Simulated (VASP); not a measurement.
**MnO: electric field gradients with PBE**

The system is MnO.

```
Mn O
1.0
     0.00000    2.17703    2.17703
     2.17703    0.00000    2.17703
     2.17703    2.17703    0.00000
Mn O
1 1
Direct
  0.00000 0.00000 0.00000
  0.50000 0.50000 0.50000
```

This cell differs from its parent crystal: volume scaled by 0.9405.

```yaml
Program: VASP 6.6.1
Task: electric field gradients
Functional: PBE
Potentials_or_basis: VASP PAW PBE potentials, release 64 (Mn_pv, O)
Cutoff: 520 eV
k_mesh: 16 × 16 × 16
Occupations: fermi-dirac, width 0.05 eV
Spin: collinear spin, ferromagnetic start
Starting_moments: "[4.0, 0.0] μB"
Dipole_correction: no
Further_INCAR_settings: ALGO = Normal; EDIFF = 1e-08; NBANDS = 20
```

- Pressure: 7.4 GPa
- Net moment: 4.59 μB per cell
- Site moments: Mn +4.19; O +0.19 μB
- Valence electrons inside the program's atomic spheres: Mn 11.43; O 5.00

Levels at points of the mesh, in eV from the Fermi level:
Spin up:
```
           k point  band 8  band 9  band 10  band 11  band 12  band 13  band 14  band 15  band 16  band 17
(0.00, 0.00, 0.00)   -3.32   -3.32    -3.32    -2.74    -2.74    -0.27    14.12    16.83    16.83    16.83
(0.50, 0.00, 0.00)   -2.31   -2.31    -1.86     0.34     0.34     3.58     8.23    12.28    12.28    19.30
(0.50, 0.50, 0.00)   -4.45   -2.26    -2.00    -2.00    -1.81     5.45     8.12    10.74    14.30    14.30
```
Spin down:
```tsv
k point	band 5	band 6	band 7	band 8	band 9	band 10
(0.00, 0.00, 0.00)	-3.74	-3.74	-3.74	0.49	0.49	0.49
(0.50, 0.00, 0.00)	-7.98	-5.36	-5.36	1.81	1.84	1.84
(0.50, 0.50, 0.00)	-6.96	-4.76	-4.76	-1.24	1.83	2.15
```

Run time: 85 s on 1 thread of AMD EPYC 9R45 96-Core Processor (Zen 5), with other jobs on the host, peak memory 0.18 GiB.

Caveat: without QUAD_EFG the Cq values of the log hold for a quadrupole moment of 1 mb, not for the nuclei; a cell with one magnetic atom can't hold antiferromagnetic order, which such compounds often take; semilocal functionals often make such compounds metallic where correlation or magnetic order opens a gap, which also shifts bond lengths.
